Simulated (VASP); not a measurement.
# Ga4P (P-43m) in VASP: further runs, part 2 of 2

VASP 6.6.1. The steps go on from the part before.

### Step 5. Single point, PBE

This run uses another cell than the first one, of 20.96 Å³/atom, 1.019 times its volume.

The input, INCAR:

```
SYSTEM = Ga4P
ALGO     = Normal         ! electronic algorithm
EDIFF    = 1E-7           ! SCF threshold, eV
ENCUT    = 520            ! plane-wave cutoff, eV
GGA      = PE             ! functional
ISIF     = 2              ! what is computed and relaxed
ISMEAR   = 0              ! smearing method
LASPH    = .True.         ! aspherical terms in the spheres
LCHARG   = .True.         ! write CHGCAR
LELF     = .True.         ! ELF
LREAL    = .False.        ! projectors in reciprocal space
LVHAR    = .True.       
LWAVE    = .False.        ! write WAVECAR
NBANDS   = 36             ! bands
NELM     = 60             ! most SCF steps
PREC     = Accurate       ! precision mode
SIGMA    = 0.1            ! smearing width, eV
```

The input, KPOINTS:

```
k-points
0
Gamma
  8 8 8
  0 0 0
```

The input, POSCAR:

```
Ga4P
1.0
    4.7148893921      0.0000000000      0.0000000000
    0.0000000000      4.7148893921      0.0000000000
    0.0000000000      0.0000000000      4.7148893921
Ga P
4 1
Direct
    0.2971284292      0.2971284292      0.2971284292
    0.7028715708      0.7028715708      0.2971284292
    0.2971284292      0.7028715708      0.7028715708
    0.7028715708      0.2971284292      0.7028715708
    0.0000000000      0.0000000000      0.0000000000
```

Potentials or basis: VASP PAW PBE potentials, release 64 (Ga_d, P).

Started as:

```sh
$ cat potpaw_PBE.64/Ga_d/POTCAR potpaw_PBE.64/P/POTCAR > POTCAR
$ mpirun -np 1 vasp_std > vasp.out
```

OUTCAR:

```text
SYSTEM = Ga4P
   EDIFF = 1E-7
   ENCUT = 520
   GGA = PE
   ISIF = 2
   ISMEAR = 0
   LASPH = .True.
   LREAL = .False.
   NELM = 60
   PREC = Accurate

 ion  position               nearest neighbor table
   1  0.297  0.297  0.297-   5 2.43   3 2.71   4 2.71   2 2.71
   2  0.703  0.703  0.297-   5 2.43   3 2.71   4 2.71   1 2.71
   3  0.297  0.703  0.703-   5 2.43   2 2.71   4 2.71   1 2.71
   4  0.703  0.297  0.703-   5 2.43   2 2.71   3 2.71   1 2.71
   5  0.000  0.000  0.000-   1 2.43   2 2.43   3 2.43   4 2.43

  LATTYP: Found a simple cubic cell.
 ALAT       =     4.7148893921

  Lattice vectors:

 A1 = (   4.7148893921,   0.0000000000,   0.0000000000)
 A2 = (   0.0000000000,   4.7148893921,   0.0000000000)
 A3 = (   0.0000000000,   0.0000000000,   4.7148893921)

Analysis of symmetry for initial positions (statically):
=====================================================================
 Subroutine PRICEL returns:
 Original cell was already a primitive cell.

 Routine SETGRP: Setting up the symmetry group for a
 simple cubic supercell.

 Subroutine GETGRP returns: Found 24 space group operations
 (whereof 24 operations were pure point group operations)
 out of a pool of 48 trial point group operations.

The static configuration has the point symmetry T_d .

Analysis of symmetry for dynamics (positions and initial velocities):
=====================================================================
 Subroutine PRICEL returns:
 Original cell was already a primitive cell.

 Routine SETGRP: Setting up the symmetry group for a
 simple cubic supercell.

 Subroutine GETGRP returns: Found 24 space group operations
 (whereof 24 operations were pure point group operations)
 out of a pool of 48 trial point group operations.

The dynamic configuration has the point symmetry T_d .

 Subroutine INISYM returns: Found 24 space group operations
 (whereof 24 operations are pure point group operations),
 and found     1 'primitive' translations

----------------------------------------------------------------------------------------

                                     Primitive cell

  volume of cell :     104.8128

  direct lattice vectors                    reciprocal lattice vectors
     4.714889392  0.000000000  0.000000000     0.212094053  0.000000000  0.000000000
     0.000000000  4.714889392  0.000000000     0.000000000  0.212094053  0.000000000
     0.000000000  0.000000000  4.714889392     0.000000000  0.000000000  0.212094053

  length of vectors
     4.714889392  4.714889392  4.714889392     0.212094053  0.212094053  0.212094053

  position of ions in fractional coordinates (direct lattice)
     0.297128429  0.297128429  0.297128429
     0.702871571  0.702871571  0.297128429
     0.297128429  0.702871571  0.702871571
     0.702871571  0.297128429  0.702871571
     0.000000000  0.000000000  0.000000000

  ion indices of the primitive-cell ions
   primitive index   ion index
                 1           1
                 2           2
                 3           3
                 4           4
                 5           5

----------------------------------------------------------------------------------------

 KPOINTS: k-points

Automatic generation of k-mesh.
 Grid dimensions read from file:
 generate k-points for:    8    8    8

 Generating k-lattice:

  Cartesian coordinates                     Fractional coordinates (reciprocal lattice)
     0.026511757  0.000000000  0.000000000     0.125000000  0.000000000  0.000000000
     0.000000000  0.026511757  0.000000000     0.000000000  0.125000000  0.000000000
     0.000000000  0.000000000  0.026511757     0.000000000  0.000000000  0.125000000

  Length of vectors
     0.026511757  0.026511757  0.026511757

  Shift w.r.t. Gamma in fractional coordinates (k-lattice)
     0.000000000  0.000000000  0.000000000

 Subroutine IBZKPT returns following result:
 ===========================================

 Found     35 irreducible k-points:

 Following reciprocal coordinates:
            Coordinates               Weight
  0.000000  0.000000  0.000000      1.000000
  0.125000  0.000000  0.000000      6.000000
  0.250000  0.000000  0.000000      6.000000
  0.375000  0.000000  0.000000      6.000000
  0.500000  0.000000  0.000000      3.000000
  0.125000  0.125000  0.000000     12.000000
[... 16 lines left out ...]
  0.375000  0.375000  0.125000     24.000000
  0.500000  0.375000  0.125000     24.000000
 [... further k-points ...]
   k-points           NKPTS =     35   k-points in BZ     NKDIM =     35   number of bands    NBANDS=     36
   number of dos      NEDOS =    301   number of ions     NIONS =      5
   total plane-waves  NPLWV =  46656
   dimension x,y,z NGX =    36 NGY =   36 NGZ =   36
   dimension x,y,z NGXF=    72 NGYF=   72 NGZF=   72
   ions per type =               4   1
   NGX,Y,Z   is equivalent  to a cutoff of  12.69, 12.69, 12.69 a.u.
   NGXF,Y,Z  is equivalent  to a cutoff of  25.39, 25.39, 25.39 a.u.
 SYSTEM =  Ga4P
   PREC   = accura    normal or accurate (medium, high low for compatibility)
   ISTART =      0    job   : 0-new  1-cont  2-samecut
   ICHARG =      2    charge: 1-file 2-atom 10-const
   ISPIN  =      1    spin polarized calculation?
   LNONCOLLINEAR =      F non collinear calculations
   LSORBIT =      F    spin-orbit coupling
   LASPH  =      T    aspherical Exc in radial PAW
   ENCUT  =  520.0 eV  38.22 Ry    6.18 a.u.   8.77  8.77  8.77*2*pi/ulx,y,z
   NELM   =     60;   NELMIN=  2; NELMDL= -5     # of ELM steps
   EDIFF  = 0.1E-06   stopping-criterion for ELM
   LREAL  =      F    real-space projection
   EDIFFG = 0.1E-05   stopping-criterion for IOM
   NSW    =      0    number of steps for IOM
   IBRION =     -1    ionic relax: 0-MD 1-quasi-New 2-CG
   NFREE  =      0    steps in history (QN), initial steepest desc. (CG)
   ISIF   =      2    stress and relaxation
   ISYM   =      2    0-nonsym 1-usesym 2-fastsym
   POTIM  = 0.5000    time-step for ionic-motion
   TEBEG  =    0.0;   TEEND  =   0.0 temperature during run
   PSTRESS=    0.0 pullay stress
   NELECT =      57.0000    total number of electrons
   NUPDOWN=      -1.0000    fix difference up-down
   EMIN   =  10.00;   EMAX   =-10.00  energy-range for DOS
   EFERMI =   0.00;   METHOD = LEGACY
   ISMEAR =     0;   SIGMA  =   0.10  broadening in eV -4-tet -1-fermi 0-gaus
   EFERMI_NEDOS =   21; number of points for ismear=-14 and -15
   IALGO  =     38    algorithm
   IMIX   =      4    mixing-type and parameters
     AMIX     =   0.40;   BMIX     =  1.00
     AMIX_MAG =   1.60;   BMIX_MAG =  1.00
  volume/ion in A,a.u.               =      20.96       141.46
  Fermi-wavevector in a.u.,A,eV,Ry     =   1.336272  2.525188 24.294882  1.785623
  Thomas-Fermi vector in A             =   2.464912
   LORBIT       =      0    0 simple, 1 ext, 2 COOP (PROOUT), +10 PAW based schemes
   GGA     = PE    functional components
   LHFCALC =     F    Hartree Fock is set to
   AEXX    =    0.0000 exact exchange contribution
   IVDW    =     0    specifies the selected vdW correction
   LEPSILON=     F    determine dielectric tensor
   LRPA    =     F    only Hartree local field effects (RPA)
 non-spin polarized calculation
 Gauss-broadening in eV      SIGMA  =   0.10
  energy-cutoff  :      520.00
  volume of cell :      104.81
 maximum number of plane-waves:      2872
 NGX is ok and might be reduce to    36
   NGX = 17   NGY = 17   NGZ = 17

 number of electron      57.0000083 magnetization

 Free energy of the ion-electron system (eV)
  ---------------------------------------------------
  ext. energy  EPLUGINS =         0.00000000
  ---------------------------------------------------
  free energy    TOTEN  =       -16.31921674 eV

  energy without entropy =      -16.31055228  energy(sigma->0) =      -16.31488451

 E-fermi :   4.9808     XC(G=0): -10.2063

 val. band max:        4.9363410924   @ k =   0.2500   0.2500   0.0000
 cond. band min:       5.0423121740   @ k =   0.5000   0.1250   0.0000
 fundamental gap:      0.1059710817
 Fermi energy:         4.9808437611

 k-point     1 :       0.0000    0.0000    0.0000
  band No.  band energies     occupation
      1     -10.4655      2.00000
      2     -10.2855      2.00000
      3     -10.2855      2.00000
      4     -10.2718      2.00000
      5     -10.2718      2.00000
      6     -10.2718      2.00000
[... 28 lines left out ...]
     35       8.9399      0.00000
     36       8.9399      0.00000
[... 866 lines left out ...]
      6     -10.2340      2.00000
[... 28 lines left out ...]
     35       9.8013      0.00000
     36      11.0462      0.00000

 [... further k-points ...]
[... 5 lines left out ...]
  --------------------------------------------------------------------------------------
  -------------------------------------------------------------------------------------
  Total        0.0476909      0.0476909      0.0476909      0.0000000     -0.0000000     -0.0000000
  in kB        0.7290061      0.7290061      0.7290061      0.0000000     -0.0000000     -0.0000000
  external PRESSURE =       0.7290061 kB  Pullay stress =       0.0000000 kB

 VOLUME and BASIS-vectors are now :
 -----------------------------------------------------------------------------
  energy-cutoff  :      520.00
  volume of cell :      104.81
      direct lattice vectors                 reciprocal lattice vectors
     4.714889392  0.000000000  0.000000000     0.212094053  0.000000000  0.000000000
     0.000000000  4.714889392  0.000000000     0.000000000  0.212094053  0.000000000
     0.000000000  0.000000000  4.714889392     0.000000000  0.000000000  0.212094053

 POSITION                                       TOTAL-FORCE (eV/Angst)
 -----------------------------------------------------------------------------------
      1.40093      1.40093      1.40093        -0.003906     -0.003906     -0.003906
      3.31396      3.31396      1.40093         0.003906      0.003906     -0.003906
      1.40093      3.31396      3.31396        -0.003906      0.003906      0.003906
      3.31396      1.40093      3.31396         0.003906     -0.003906      0.003906
      0.00000      0.00000      0.00000         0.000000     -0.000000      0.000000
 -----------------------------------------------------------------------------------
    total drift:                                0.000000      0.000000     -0.000000

  FREE ENERGIE OF THE ION-ELECTRON SYSTEM (eV)
  ---------------------------------------------------
  free  energy   TOTEN  =       -16.3192167381 eV

  energy  without entropy=      -16.3105522833  energy(sigma->0) =      -16.31488451
```

Wall time 69 s (1 thread of Intel Xeon 6975P-C (Granite Rapids), shared host); peak memory 0.25 GiB.

What came out:

```yaml
Free_energy: -16.3192 eV
Pressure: 0.1 GPa
Largest_force: 0.007 eV/Å
```

Forces on the atoms (eV/Å):
```
Ga  -0.004 -0.004 -0.004
Ga   0.004  0.004 -0.004
Ga  -0.004  0.004  0.004
Ga   0.004 -0.004  0.004
P    0.000  0.000  0.000
```

### Step 6. Relaxation of cell and atoms, PBE

The input, INCAR:

```
SYSTEM = Ga4P
  ALGO = Normal
  EDIFF = 1E-6
  EDIFFG = -0.04
  ENCUT = 600
  GGA = PE
  IBRION = 2
  ISIF = 3
  ISMEAR = 0
  LASPH = .TRUE.
  LCHARG = .FALSE.
  LREAL = .FALSE.
  LWAVE = .FALSE.
  NELM = 60
  NSW = 90
  PREC = Accurate
  SIGMA = 0.1
```

The input, KPOINTS:

```
k-points
0
G
  4 4 4
  0 0 0
```

The input, POSCAR:

```
Ga4P
1.0
    4.6854413500      0.0000000000      0.0000000000
    0.0000000000      4.6854413500      0.0000000000
    0.0000000000      0.0000000000      4.6854413500
Ga P
4 1
Direct
    0.2500000000      0.2500000000      0.2500000000
    0.7500000000      0.7500000000      0.2500000000
    0.2500000000      0.7500000000      0.7500000000
    0.7500000000      0.2500000000      0.7500000000
    0.0000000000      0.0000000000      0.0000000000
```

Potentials or basis: VASP PAW PBE potentials, release 64 (Ga_d, P).

Started as:

```sh
$ cat potpaw_PBE.64/Ga_d/POTCAR potpaw_PBE.64/P/POTCAR > POTCAR
$ mpirun -np 1 vasp_std > vasp.out
```

Run time: 3.8 min. Hardware: 1 thread of Intel Xeon 6975P-C (Granite Rapids), shared host; peak memory 0.26 GiB.

It converged, with:

```yaml
Free_energy: -16.3334 eV
Relaxed_volume: 20.85 Å³/atom
Relaxed_cell: a = 4.706 Å, b = 4.706 Å, c = 4.706 Å, α = 90.00°, β = 90.00°, γ = 90.00°
Space_group_after_relaxing_to_0.05_Å: P-43m (No. 215)
Energy_gained_by_relaxing: 836.7 meV/atom
Ionic_steps: 10
Pressure_after_relaxing: 0.2 GPa
```

The path:
| step | energy change (eV) | largest force (eV/Å) | pressure (GPa) | volume (Å³) |
| --- | --- | --- | --- | --- |
| 1 | 0.0000 | 5.8425 | 19.29 | 102.86 |
| 2 | -3.0946 | 0.1331 | -5.64 | 144.32 |
| 3 | -3.3056 | 0.8767 | -3.10 | 131.61 |
| 4 | -3.3069 | 0.8300 | -3.26 | 132.23 |
| 5 | -3.6297 | 0.8581 | -3.21 | 124.17 |
| 6 | -4.1740 | 0.0596 | 1.19 | 101.97 |
| 7 | -4.1759 | 0.2283 | 0.42 | 104.11 |
| 8 | -4.1775 | 0.1603 | 0.74 | 103.22 |
| 9 | -4.1825 | 0.0937 | -0.10 | 104.65 |
| 10 | -4.1834 | 0.0195 | 0.21 | 104.23 |

Final structure:
```
Ga P
1.0
     4.70610    0.00000    0.00000
     0.00000    4.70610    0.00000
     0.00000    0.00000    4.70610
Ga P
4 1
Direct
  0.29833 0.29833 0.29833
  0.70167 0.70167 0.29833
  0.29833 0.70167 0.70167
  0.70167 0.29833 0.70167
  0.00000 0.00000 0.00000
```

Levels at points of the mesh, in eV from the Fermi level:
```tsv
k point	band 24	band 25	band 26	band 27	band 28	band 29	band 30	band 31	band 32	band 33
(0.00, 0.00, 0.00)	-5.01	-5.01	-2.09	-2.09	-0.26	-0.26	-0.26	1.20	4.09	4.09
(0.50, 0.00, 0.00)	-4.60	-4.60	-3.78	-1.34	-1.34	-0.85	0.45	2.51	3.12	3.12
(0.50, 0.50, 0.00)	-7.04	-3.41	-1.70	-1.14	-1.14	-0.46	-0.20	0.48	0.48	4.62
(0.50, 0.50, 0.50)	-6.11	-6.11	-4.30	-4.30	-4.30	3.27	3.27	3.27	4.82	5.78
```

### Step 7. Relaxation of cell and atoms, PBE

This run uses another cell than the first one, of 20.82 Å³/atom, 1.012 times its volume.

The input, INCAR:

```
SYSTEM = Ga4P
ALGO = Normal ; EDIFF = 1E-7
EDIFFG = -0.01 ; ENCUT = 600
GGA = PE ; IBRION = 2
ISIF = 3 ; ISMEAR = 0
LASPH = .True. ; LCHARG = .False.
LREAL = .False. ; LWAVE = .False.
NELM = 80 ; NSW = 100
PREC = Accurate ; SIGMA = 0.1
```

The input, KPOINTS:

```
k-points
0
Gamma
  8 8 8
  0 0 0
```

The input, POSCAR:

```
Ga4P
1.0
    4.7040588186      0.0000000000      0.0000000000
    0.0000000000      4.7040588186      0.0000000000
    0.0000000000      0.0000000000      4.7040588186
Ga P
4 1
Direct
    0.2983627816      0.2983627816      0.2983627816
    0.7016372184      0.7016372184      0.2983627816
    0.2983627816      0.7016372184      0.7016372184
    0.7016372184      0.2983627816      0.7016372184
    0.0000000000      0.0000000000      0.0000000000
```

Started as:

```sh
$ cat potpaw_PBE.64/Ga_d/POTCAR potpaw_PBE.64/P/POTCAR > POTCAR
$ mpirun -np 1 vasp_std > vasp.out
```

Run time: 2.9 min. Hardware: 1 thread of Intel Xeon 6975P-C (Granite Rapids), shared host; peak memory 0.32 GiB.

Results (log left out):

| Item | Value |
| --- | --- |
| Free energy | -16.3185 eV |
| Relaxed volume | 21.01 Å³/atom |
| Relaxed cell | a = 4.718 Å, b = 4.718 Å, c = 4.718 Å, α = 90.00°, β = 90.00°, γ = 90.00° |
| Space group after relaxing (to 0.05 Å) | P-43m (No. 215) |
| Energy gained by relaxing | 0.8 meV/atom |
| Ionic steps | 3 |
| Pressure after relaxing | -0.1 GPa |

Step by step:
```
step  energy change (eV)  largest force (eV/Å)  pressure (GPa)  volume (Å³)
   1              0.0000                0.1491            0.33       104.09
   2             -0.0036                0.0477            0.07       104.74
   3             -0.0039                0.0015           -0.05       105.05
```

Final structure:
```
CELL_PARAMETERS angstrom
4.71842 0.00000 0.00000
0.00000 4.71842 0.00000
0.00000 0.00000 4.71842
ATOMIC_POSITIONS crystal
Ga 0.29706 0.29706 0.29706
Ga 0.70294 0.70294 0.29706
Ga 0.29706 0.70294 0.70294
Ga 0.70294 0.29706 0.70294
P 0.00000 0.00000 0.00000
```

Levels at points of the mesh, in eV from the Fermi level:
```csv
k point,band 25,band 26,band 27,band 28,band 29,band 30,band 31,band 32,band 33,band 34
"(0.00, 0.00, 0.00)",-5.10,-2.16,-2.16,-0.34,-0.34,-0.34,1.16,3.92,3.92,3.92
"(0.50, 0.00, 0.00)",-4.70,-3.81,-1.40,-1.40,-0.92,0.34,2.41,3.02,3.02,3.41
"(0.50, 0.50, 0.00)",-3.49,-1.81,-1.21,-1.21,-0.52,-0.25,0.37,0.37,4.48,4.48
"(0.50, 0.50, 0.50)",-6.19,-4.34,-4.34,-4.34,3.14,3.14,3.14,4.73,5.67,5.67
```

### Step 8. Overview

```csv
task,cell,k mesh,cutoff (eV),gap on the mesh (eV),pressure (GPa),relaxed volume (Å³/atom),largest force (eV/Å)
single point,"a = 4.685 Å, 5 atoms",4 × 4 × 4,520,none,19.3,-,-
single point,"a = 4.704 Å, 5 atoms",4 × 4 × 4,520,none,0.2,-,0.02
single point,"a = 4.715 Å, 5 atoms",8 × 8 × 8,520,none,0.1,-,0.01
relaxation of cell and atoms,"relaxed from a = 4.685 Å, 5 atoms",4 × 4 × 4,600,none,0.2,20.85,-
relaxation of cell and atoms,"relaxed from a = 4.704 Å, 5 atoms",8 × 8 × 8,600,none,-0.1,21.01,-
```

Alike in all rows: level PBE; potentials or basis VASP PAW PBE potentials, release 64 (Ga_d, P); no spin polarisation; smearing gaussian 0.1 eV.

Absolute energies hang on the potentials; compare differences alone.
